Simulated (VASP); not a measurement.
Input of a VASP 6.6.1 run:

Contents of POSCAR:

```
PtSe2
1.0
    3.6284703886      0.0000000000      0.0000000000
   -1.8142351943      3.1423479196      0.0000000000
    0.0000000000      0.0000000000      4.9321474509
Pt Se
1 2
Direct
    0.0000000000      0.0000000000      0.0000000000
    0.3333333333      0.6666666667      0.2500000000
    0.6666666667      0.3333333333      0.7500000000
```

The input INCAR.step1:

```
SYSTEM = PtSe2
ALGO     = Normal         ! electronic algorithm
EDIFF    = 1E-4           ! SCF threshold, eV
ENCUT    = 520            ! plane-wave cutoff, eV
GGA      = PE             ! functional
ISMEAR   = -1             ! smearing method
LASPH    = .True.         ! aspherical terms in the spheres
LCHARG   = .False.        ! write CHGCAR
LREAL    = .False.        ! projectors in reciprocal space
LWAVE    = .True.         ! write WAVECAR
NBANDS   = 18             ! bands
NELM     = 80             ! most SCF steps
PREC     = Accurate       ! precision mode
SIGMA    = 0.1            ! smearing width, eV
```

Contents of INCAR.step2:

```
SYSTEM = PtSe2
ALGO     = Normal         ! electronic algorithm
EDIFF    = 1E-7           ! SCF threshold, eV
ENCUT    = 520            ! plane-wave cutoff, eV
ISIF     = 2              ! what is computed and relaxed
ISMEAR   = -1             ! smearing method
ISTART   = 1            
LASPH    = .True.         ! aspherical terms in the spheres
LCHARG   = .True.         ! write CHGCAR
LELF     = .True.         ! ELF
LMIXTAU  = .True.       
LREAL    = .False.        ! projectors in reciprocal space
LVHAR    = .True.       
LWAVE    = .False.        ! write WAVECAR
METAGGA  = R2SCAN         ! meta-GGA
NBANDS   = 18             ! bands
NELM     = 80             ! most SCF steps
PREC     = Accurate       ! precision mode
SIGMA    = 0.1            ! smearing width, eV
```

Contents of KPOINTS:

```
k-points
0
Gamma
  9 9 6
  0 0 0
```

Potentials or basis: VASP PAW PBE potentials, release 64 (Pt, Se).

Run with:

```sh
$ cat potpaw_PBE.64/Pt/POTCAR potpaw_PBE.64/Se/POTCAR > POTCAR
$ cp INCAR.step1 INCAR
$ mpirun -np 1 vasp_std > vasp.out
$ cp INCAR.step2 INCAR
$ mpirun -np 1 vasp_std > vasp.out
```

**Question.** What does it give for the band gap on the k mesh?

**Answer.** Zero (bands 11 and 12 overlap by 0.26 eV).

**Question.** Estimate the largest force.

**Answer.** 1.523 eV/Å.

Stress tensor (GPa, compression positive):
```
20.38  0.00  0.00
 0.00 20.38  0.00
 0.00  0.00 15.46
```

Caveat: the cell stands under pressure; the PAW data sets were made with another functional, which shifts forces and pressure a little; spin-orbit coupling is left out, which moves the levels of the heavy elements.
